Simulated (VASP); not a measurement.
# In3Se (Pm-3m) in VASP: further runs

In3Se is run at these levels: PBE; tasks: single point.

Program: VASP 6.6.1. These are calculated values, not measurements. Logs are shortened: lines on timing, memory, paths and dates and some standing lists are left out, and cuts for length are marked.

### 1 The cell of the first run

It takes space group Pm-3m (No. 221, cubic). Conventional cell: a = 4.804 Å, b = 4.804 Å, c = 4.804 Å, α = 90.00°, β = 90.00°, γ = 90.00°. In (site symmetry 4/mmm) has 8 In at 3.40 Å and 4 Se at 3.40 Å within 4.5 Å. Within 4.5 Å of Se (site symmetry m-3m) lie 12 In at 3.40 Å.

### 2 Single point, PBE

INCAR reads:

```
PREC     = Accurate       # precision mode
ENCUT    = 520            # plane-wave cutoff, eV
EDIFF    = 1E-7           # SCF threshold, eV
ISMEAR   = 0              # smearing method
SIGMA    = 0.3            # smearing width, eV
LREAL    = False          # projectors in reciprocal space
LASPH    = True           # aspherical terms in the spheres
NELM     = 80             # most SCF steps
ALGO     = Normal         # electronic algorithm
ISIF     = 2              # what is computed and relaxed
LWAVE    = False          # write WAVECAR
LCHARG   = False          # write CHGCAR
GGA      = PE             # functional
NBANDS   = 30             # bands
```

KPOINTS reads:

```
Automatic mesh
0
Gamma
  10 10 10
```

POSCAR reads:

```
In3Se
1.0
    4.8037580000      0.0000000000      0.0000000000
    0.0000000000      4.8037580000      0.0000000000
    0.0000000000      0.0000000000      4.8037580000
In Se
3 1
Direct
    0.0000000000      0.5000000000      0.5000000000
    0.5000000000      0.0000000000      0.5000000000
    0.5000000000      0.5000000000      0.0000000000
    0.0000000000      0.0000000000      0.0000000000
```

Potentials or basis: VASP PAW PBE potentials, release 64 (In_d, Se).

On the command line:

```sh
$ cat potpaw_PBE.64/In_d/POTCAR potpaw_PBE.64/Se/POTCAR > POTCAR
$ mpirun -np 1 vasp_std > vasp.out
```

OUTCAR:

```text
PREC = Accurate
   ENCUT = 520
   EDIFF = 1E-7
   ISMEAR = 0
   LREAL = False
   LASPH = True
   NELM = 80
   ISIF = 2
   GGA = PE

 ion  position               nearest neighbor table
   1  0.000  0.500  0.500-   2 3.40   3 3.40   4 3.40   3 3.40   4 3.40   2 3.40   4 3.40   4 3.40
                             2 3.40   3 3.40   3 3.40   2 3.40
   2  0.500  0.000  0.500-   1 3.40   3 3.40   4 3.40   3 3.40   4 3.40   1 3.40   3 3.40   3 3.40
                             1 3.40   4 3.40   4 3.40   1 3.40
   3  0.500  0.500  0.000-   1 3.40   2 3.40   4 3.40   1 3.40   2 3.40   2 3.40   4 3.40   2 3.40
                             1 3.40   4 3.40   1 3.40   4 3.40
   4  0.000  0.000  0.000-   1 3.40   2 3.40   3 3.40   1 3.40   2 3.40   1 3.40   3 3.40   1 3.40
                             2 3.40   3 3.40   2 3.40   3 3.40

  LATTYP: Found a simple cubic cell.
 ALAT       =     4.8037580000

  Lattice vectors:

 A1 = (   4.8037580000,   0.0000000000,   0.0000000000)
 A2 = (   0.0000000000,   4.8037580000,   0.0000000000)
 A3 = (   0.0000000000,   0.0000000000,   4.8037580000)

Analysis of symmetry for initial positions (statically):
=====================================================================
 Subroutine PRICEL returns:
 Original cell was already a primitive cell.

 Routine SETGRP: Setting up the symmetry group for a
 simple cubic supercell.

 Subroutine GETGRP returns: Found 48 space group operations
 (whereof 48 operations were pure point group operations)
 out of a pool of 48 trial point group operations.

The static configuration has the point symmetry O_h .

Analysis of symmetry for dynamics (positions and initial velocities):
=====================================================================
 Subroutine PRICEL returns:
 Original cell was already a primitive cell.

 Routine SETGRP: Setting up the symmetry group for a
 simple cubic supercell.

 Subroutine GETGRP returns: Found 48 space group operations
 (whereof 48 operations were pure point group operations)
 out of a pool of 48 trial point group operations.

The dynamic configuration has the point symmetry O_h .

 Subroutine INISYM returns: Found 48 space group operations
 (whereof 48 operations are pure point group operations),
 and found     1 'primitive' translations

----------------------------------------------------------------------------------------

                                     Primitive cell

  volume of cell :     110.8520

  direct lattice vectors                    reciprocal lattice vectors
     4.803758000  0.000000000  0.000000000     0.208170353  0.000000000  0.000000000
     0.000000000  4.803758000  0.000000000     0.000000000  0.208170353  0.000000000
     0.000000000  0.000000000  4.803758000     0.000000000  0.000000000  0.208170353

  length of vectors
     4.803758000  4.803758000  4.803758000     0.208170353  0.208170353  0.208170353

  position of ions in fractional coordinates (direct lattice)
     0.000000000  0.500000000  0.500000000
     0.500000000  0.000000000  0.500000000
     0.500000000  0.500000000  0.000000000
     0.000000000  0.000000000  0.000000000

  ion indices of the primitive-cell ions
   primitive index   ion index
                 1           1
                 2           2
                 3           3
                 4           4

----------------------------------------------------------------------------------------

 KPOINTS: Automatic mesh

Automatic generation of k-mesh.
 Grid dimensions read from file:
 generate k-points for:   10   10   10

 Generating k-lattice:

  Cartesian coordinates                     Fractional coordinates (reciprocal lattice)
     0.020817035  0.000000000  0.000000000     0.100000000  0.000000000  0.000000000
     0.000000000  0.020817035  0.000000000     0.000000000  0.100000000  0.000000000
     0.000000000  0.000000000  0.020817035     0.000000000  0.000000000  0.100000000

  Length of vectors
     0.020817035  0.020817035  0.020817035

  Shift w.r.t. Gamma in fractional coordinates (k-lattice)
     0.000000000  0.000000000  0.000000000

 Subroutine IBZKPT returns following result:
 ===========================================

 Found     56 irreducible k-points:

 Following reciprocal coordinates:
            Coordinates               Weight
  0.000000  0.000000  0.000000      1.000000
  0.100000  0.000000  0.000000      6.000000
  0.200000  0.000000  0.000000      6.000000
  0.300000  0.000000  0.000000      6.000000
  0.400000  0.000000  0.000000      6.000000
  0.500000  0.000000  0.000000      3.000000
[... 16 lines left out ...]
  0.200000  0.100000  0.100000     24.000000
  0.300000  0.100000  0.100000     24.000000
 [... further k-points ...]
   k-points           NKPTS =     56   k-points in BZ     NKDIM =     56   number of bands    NBANDS=     30
   number of dos      NEDOS =    301   number of ions     NIONS =      4
   total plane-waves  NPLWV =  46656
   dimension x,y,z NGX =    36 NGY =   36 NGZ =   36
   dimension x,y,z NGXF=    72 NGYF=   72 NGZF=   72
   ions per type =               3   1
   NGX,Y,Z   is equivalent  to a cutoff of  12.46, 12.46, 12.46 a.u.
   NGXF,Y,Z  is equivalent  to a cutoff of  24.92, 24.92, 24.92 a.u.
 SYSTEM =  unknown system
   PREC   = accura    normal or accurate (medium, high low for compatibility)
   ISTART =      0    job   : 0-new  1-cont  2-samecut
   ICHARG =      2    charge: 1-file 2-atom 10-const
   ISPIN  =      1    spin polarized calculation?
   LNONCOLLINEAR =      F non collinear calculations
   LSORBIT =      F    spin-orbit coupling
   LASPH  =      T    aspherical Exc in radial PAW
   ENCUT  =  520.0 eV  38.22 Ry    6.18 a.u.   8.93  8.93  8.93*2*pi/ulx,y,z
   NELM   =     80;   NELMIN=  2; NELMDL= -5     # of ELM steps
   EDIFF  = 0.1E-06   stopping-criterion for ELM
   LREAL  =      F    real-space projection
   EDIFFG = 0.1E-05   stopping-criterion for IOM
   NSW    =      0    number of steps for IOM
   IBRION =     -1    ionic relax: 0-MD 1-quasi-New 2-CG
   NFREE  =      0    steps in history (QN), initial steepest desc. (CG)
   ISIF   =      2    stress and relaxation
   ISYM   =      2    0-nonsym 1-usesym 2-fastsym
   POTIM  = 0.5000    time-step for ionic-motion
   TEBEG  =    0.0;   TEEND  =   0.0 temperature during run
   PSTRESS=    0.0 pullay stress
   NELECT =      45.0000    total number of electrons
   NUPDOWN=      -1.0000    fix difference up-down
   EMIN   =  10.00;   EMAX   =-10.00  energy-range for DOS
   EFERMI =   0.00;   METHOD = LEGACY
   ISMEAR =     0;   SIGMA  =   0.30  broadening in eV -4-tet -1-fermi 0-gaus
   EFERMI_NEDOS =   21; number of points for ismear=-14 and -15
   IALGO  =     38    algorithm
   IMIX   =      4    mixing-type and parameters
     AMIX     =   0.40;   BMIX     =  1.00
     AMIX_MAG =   1.60;   BMIX_MAG =  1.00
  volume/ion in A,a.u.               =      27.71       187.02
  Fermi-wavevector in a.u.,A,eV,Ry     =   1.212173  2.290675 19.991897  1.469363
  Thomas-Fermi vector in A             =   2.347665
   LORBIT       =      0    0 simple, 1 ext, 2 COOP (PROOUT), +10 PAW based schemes
   GGA     = PE    functional components
   LHFCALC =     F    Hartree Fock is set to
   AEXX    =    0.0000 exact exchange contribution
   IVDW    =     0    specifies the selected vdW correction
   LEPSILON=     F    determine dielectric tensor
   LRPA    =     F    only Hartree local field effects (RPA)
 non-spin polarized calculation
 Gauss-broadening in eV      SIGMA  =   0.30
  energy-cutoff  :      520.00
  volume of cell :      110.85
 maximum number of plane-waves:      3016
 NGX is ok and might be reduce to    36
   NGX = 17   NGY = 17   NGZ = 17

 number of electron      45.0000024 magnetization

 Free energy of the ion-electron system (eV)
  ---------------------------------------------------
  ext. energy  EPLUGINS =         0.00000000
  ---------------------------------------------------
  free energy    TOTEN  =       -11.71573046 eV

  energy without entropy =      -11.65022692  energy(sigma->0) =      -11.68297869

 E-fermi :   5.9353     XC(G=0):  -9.7403

 val. band max:        5.9325720836   @ k =   0.4000   0.3000   0.1000
 cond. band min:       5.9502578301   @ k =   0.5000   0.1000   0.0000
 fundamental gap:      0.0176857465
 Fermi energy:         5.9352633672

 k-point     1 :       0.0000    0.0000    0.0000
  band No.  band energies     occupation
      1      -8.8342      2.00000
      2      -8.8313      2.00000
      3      -8.8313      2.00000
      4      -8.8313      2.00000
      5      -8.7133      2.00000
      6      -8.7133      2.00000
[... 22 lines left out ...]
     29      11.2294      0.00000
     30      12.8240      0.00000

 k-point     2 :       0.1000    0.0000    0.0000
  band No.  band energies     occupation
      1      -8.8297      2.00000
      2      -8.8258      2.00000
      3      -8.8224      2.00000
      4      -8.8224      2.00000
      5      -8.7123      2.00000
      6      -8.7076      2.00000
[... 22 lines left out ...]
     29      11.5016      0.00000
     30      12.8820      0.00000

 k-point     3 :       0.2000    0.0000    0.0000
  band No.  band energies     occupation
      1      -8.8255      2.00000
      2      -8.8021      2.00000
      3      -8.7966      2.00000
      4      -8.7966      2.00000
      5      -8.7093      2.00000
      6      -8.6912      2.00000
[... 22 lines left out ...]
     29      12.1328      0.00000
     30      12.8576      0.00000

 k-point     4 :       0.3000    0.0000    0.0000
  band No.  band energies     occupation
      1      -8.8201      2.00000
      2      -8.7677      2.00000
      3      -8.7559      2.00000
      4      -8.7559      2.00000
      5      -8.7049      2.00000
      6      -8.6671      2.00000
[... 616 lines left out ...]
     29      11.8116      0.00000
     30      12.4671      0.00000

 k-point    23 :       0.2000    0.1000    0.1000
  band No.  band energies     occupation
      1      -8.8148      2.00000
      2      -8.7969      2.00000
      3      -8.7884      2.00000
      4      -8.7769      2.00000
      5      -8.6993      2.00000
      6      -8.6849      2.00000
[... 22 lines left out ...]
     29      11.5606      0.00000
     30      12.3379      0.00000

 k-point    24 :       0.3000    0.1000    0.1000
  band No.  band energies     occupation
      1      -8.8068      2.00000
      2      -8.7699      2.00000
      3      -8.7536      2.00000
      4      -8.7374      2.00000
      5      -8.6948      2.00000
      6      -8.6592      2.00000
[... 22 lines left out ...]
     29      10.7659      0.00000
     30      12.7203      0.00000

 [... further k-points ...]
[... 5 lines left out ...]
  --------------------------------------------------------------------------------------
  -------------------------------------------------------------------------------------
  Total       -0.2388511     -0.2388511     -0.2388511     -0.0000000     -0.0000000     -0.0000000
  in kB       -3.4521879     -3.4521879     -3.4521879     -0.0000000     -0.0000000     -0.0000000
  external PRESSURE =      -3.4521879 kB  Pullay stress =       0.0000000 kB

 VOLUME and BASIS-vectors are now :
 -----------------------------------------------------------------------------
  energy-cutoff  :      520.00
  volume of cell :      110.85
      direct lattice vectors                 reciprocal lattice vectors
     4.803758000  0.000000000  0.000000000     0.208170353  0.000000000  0.000000000
     0.000000000  4.803758000  0.000000000     0.000000000  0.208170353  0.000000000
     0.000000000  0.000000000  4.803758000     0.000000000  0.000000000  0.208170353

 POSITION                                       TOTAL-FORCE (eV/Angst)
 -----------------------------------------------------------------------------------
      0.00000      2.40188      2.40188         0.000000      0.000000      0.000000
      2.40188      0.00000      2.40188         0.000000      0.000000      0.000000
      2.40188      2.40188      0.00000         0.000000      0.000000      0.000000
      0.00000      0.00000      0.00000         0.000000      0.000000      0.000000
 -----------------------------------------------------------------------------------
    total drift:                                0.000000      0.000000      0.000000

  FREE ENERGIE OF THE ION-ELECTRON SYSTEM (eV)
  ---------------------------------------------------
  free  energy   TOTEN  =       -11.7157304633 eV

  energy  without entropy=      -11.6502269246  energy(sigma->0) =      -11.68297869
```

Run time: 61 s. Hardware: 1 thread of AMD EPYC 9R45 (Zen 5), shared host; peak memory 0.27 GiB.

Results:

* Free energy: -11.7157 eV
* Pressure: -0.3 GPa
* Band gap on the k mesh: zero (an odd number of electrons rules out a gap without spin polarisation)

Caveat: so wide a smearing shifts energies and pressures; spin-orbit coupling is left out, which moves the levels of the heavy elements.

### 3 Single point, PBE

INCAR reads:

```
SYSTEM = In3Se
  PREC = Accurate
  ENCUT = 520
  EDIFF = 1E-6
  ISMEAR = -1
  SIGMA = 0.01
  LREAL = .False.
  LASPH = .True.
  NELM = 100
  ALGO = Normal
  ISIF = 2
  LWAVE = .False.
  LCHARG = .True.
  GGA = PE
  LELF = .True.
  LVHAR = .True.
  NBANDS = 30
```

KPOINTS reads:

```
regular mesh
0
Gamma
  10 10 10
  0 0 0
```

POSCAR is that of step 2.

Potentials or basis: VASP PAW PBE potentials, release 64 (In_d, Se).

On the command line:

```sh
$ cat potpaw_PBE.64/In_d/POTCAR potpaw_PBE.64/Se/POTCAR > POTCAR
$ mpirun -np 1 vasp_std > vasp.out
```

Run time: 60 s. Hardware: 1 thread of AMD EPYC 9R45 (Zen 5), shared host; peak memory 0.27 GiB.

The run converged. Its results:

- Free energy: -11.6785 eV
- Pressure: -0.3 GPa
- Band gap on the k mesh: zero (an odd number of electrons rules out a gap without spin polarisation)

Levels at points of the mesh, in eV from the Fermi level:
```tsv
k point	band 19	band 20	band 21	band 22	band 23	band 24	band 25	band 26
(0.00, 0.00, 0.00)	-3.21	-3.21	-2.20	-2.20	1.16	1.16	1.16	4.22
(0.50, 0.00, 0.00)	-2.40	-2.40	-1.65	-1.01	-0.06	-0.06	1.45	3.72
(0.50, 0.50, 0.00)	-5.66	-1.91	-0.80	-0.67	-0.67	1.41	1.82	1.82
(0.50, 0.50, 0.50)	-4.31	-4.11	-4.11	-4.11	-3.16	3.04	3.04	3.04
```

Caveat: spin-orbit coupling is left out, which moves the levels of the heavy elements.

### 4 Single point, PBE

INCAR reads:

```
SYSTEM = In3Se
PREC = Accurate ; ENCUT = 520
EDIFF = 1E-7 ; ISMEAR = -1
SIGMA = 0.1 ; LREAL = .False.
LASPH = .True. ; NELM = 60
ALGO = Normal ; ISIF = 2
LWAVE = .False. ; LCHARG = .False.
GGA = PE ; NBANDS = 30
```

KPOINTS is that of step 3.

POSCAR is that of step 3.

Potentials or basis: VASP PAW PBE potentials, release 64 (In_d, Se).

On the command line:

```sh
$ cat potpaw_PBE.64/In_d/POTCAR potpaw_PBE.64/Se/POTCAR > POTCAR
$ mpirun -np 1 vasp_std > vasp.out
```

OUTCAR:

```text
SYSTEM = In3Se
   PREC = Accurate
   ENCUT = 520
   EDIFF = 1E-7
   ISMEAR = -1
   LREAL = .False.
   LASPH = .True.
   NELM = 60
   ISIF = 2
   GGA = PE

 ion  position               nearest neighbor table
   1  0.000  0.500  0.500-   2 3.40   3 3.40   4 3.40   3 3.40   4 3.40   2 3.40   4 3.40   4 3.40
                             2 3.40   3 3.40   3 3.40   2 3.40
   2  0.500  0.000  0.500-   1 3.40   3 3.40   4 3.40   3 3.40   4 3.40   1 3.40   3 3.40   3 3.40
                             1 3.40   4 3.40   4 3.40   1 3.40
[... 996 lines left out ...]
  Direction    XX          YY          ZZ          XY          YZ          ZX
  --------------------------------------------------------------------------------------
  -------------------------------------------------------------------------------------
  Total       -0.2370787     -0.2370787     -0.2370787     -0.0000000     -0.0000000     -0.0000000
  in kB       -3.4265710     -3.4265710     -3.4265710     -0.0000000     -0.0000000     -0.0000000
  external PRESSURE =      -3.4265710 kB  Pullay stress =       0.0000000 kB

 VOLUME and BASIS-vectors are now :
 -----------------------------------------------------------------------------
  energy-cutoff  :      520.00
  volume of cell :      110.85
      direct lattice vectors                 reciprocal lattice vectors
     4.803758000  0.000000000  0.000000000     0.208170353  0.000000000  0.000000000
     0.000000000  4.803758000  0.000000000     0.000000000  0.208170353  0.000000000
     0.000000000  0.000000000  4.803758000     0.000000000  0.000000000  0.208170353

 POSITION                                       TOTAL-FORCE (eV/Angst)
 -----------------------------------------------------------------------------------
      0.00000      2.40188      2.40188         0.000000      0.000000      0.000000
      2.40188      0.00000      2.40188         0.000000      0.000000      0.000000
      2.40188      2.40188      0.00000         0.000000      0.000000      0.000000
      0.00000      0.00000      0.00000         0.000000      0.000000      0.000000
 -----------------------------------------------------------------------------------
    total drift:                                0.000000      0.000000      0.000000

  FREE ENERGIE OF THE ION-ELECTRON SYSTEM (eV)
  ---------------------------------------------------
  free  energy   TOTEN  =       -11.7064763328 eV

  energy  without entropy=      -11.6572822271  energy(sigma->0) =      -11.68187928
```

OSZICAR:

```text
N       E                     dE             d eps       ncg     rms          rms(c)
DAV:   1     0.406206037129E+03    0.40621E+03   -0.21322E+04  3366   0.187E+03
DAV:   2     0.300273229439E+02   -0.37618E+03   -0.36774E+03  3378   0.448E+02
DAV:   3    -0.101379139622E+02   -0.40165E+02   -0.38853E+02  4152   0.160E+02
DAV:   4    -0.119600719990E+02   -0.18222E+01   -0.18168E+01  3884   0.357E+01
DAV:   5    -0.120385390536E+02   -0.78467E-01   -0.78461E-01  4842   0.662E+00    0.404E+00
DAV:   6    -0.117095728498E+02    0.32897E+00   -0.10578E+00  5032   0.780E+00    0.230E+00
DAV:   7    -0.117104432332E+02   -0.87038E-03   -0.15057E-01  3856   0.179E+00    0.979E-01
DAV:   8    -0.117070367415E+02    0.34065E-02   -0.13024E-02  4834   0.664E-01    0.237E-01
DAV:   9    -0.117064517938E+02    0.58495E-03   -0.40765E-03  4702   0.359E-01    0.100E-01
DAV:  10    -0.117064612136E+02   -0.94199E-05   -0.46381E-04  4490   0.186E-01    0.390E-02
DAV:  11    -0.117064775463E+02   -0.16333E-04   -0.66090E-05  4038   0.453E-02    0.140E-02
DAV:  12    -0.117064763878E+02    0.11585E-05   -0.54703E-06  5224   0.175E-02    0.803E-03
DAV:  13    -0.117064763328E+02    0.55049E-07   -0.99788E-08  2782   0.256E-03
   1 F= -.11706476E+02 E0= -.11681879E+02  d E =-.491941E-01
```

Run time: 81 s. Hardware: 1 thread of AMD EPYC 9R45 (Zen 5), shared host; peak memory 0.27 GiB.

Results:

* Free energy: -11.7065 eV
* Pressure: -0.3 GPa
* Band gap on the k mesh: zero (an odd number of electrons rules out a gap without spin polarisation)

Levels at points of the mesh, in eV from the Fermi level:
```
           k point  band 20  band 21  band 22  band 23  band 24  band 25  band 26  band 27
(0.00, 0.00, 0.00)    -3.23    -2.20    -2.20     1.15     1.15     1.15     4.22     4.22
(0.50, 0.00, 0.00)    -2.42    -1.66    -1.02    -0.06    -0.06     1.44     3.71     3.78
(0.50, 0.50, 0.00)    -1.93    -0.81    -0.68    -0.68     1.41     1.81     1.81     1.90
(0.50, 0.50, 0.50)    -4.12    -4.12    -4.12    -3.16     3.02     3.02     3.02     7.95
```

Caveat: spin-orbit coupling is left out, which moves the levels of the heavy elements.

### 5 Overview

| smearing | gap on the mesh (eV) | pressure (GPa) |
| --- | --- | --- |
| gaussian 0.3 eV | none | -0.3 |
| fermi-dirac 0.01 eV | none | -0.3 |
| fermi-dirac 0.1 eV | none | -0.3 |

Alike in all rows: task single point; level PBE; potentials or basis VASP PAW PBE potentials, release 64 (In_d, Se); no spin polarisation; cell as given; k mesh 10 × 10 × 10; cutoff (eV) 520.

Caveats: spin-orbit coupling is left out, which moves the levels of the heavy elements; so wide a smearing shifts energies and pressures (at least some runs).

Total energies depend on the potentials used, so only differences within one code and one set of settings carry meaning.
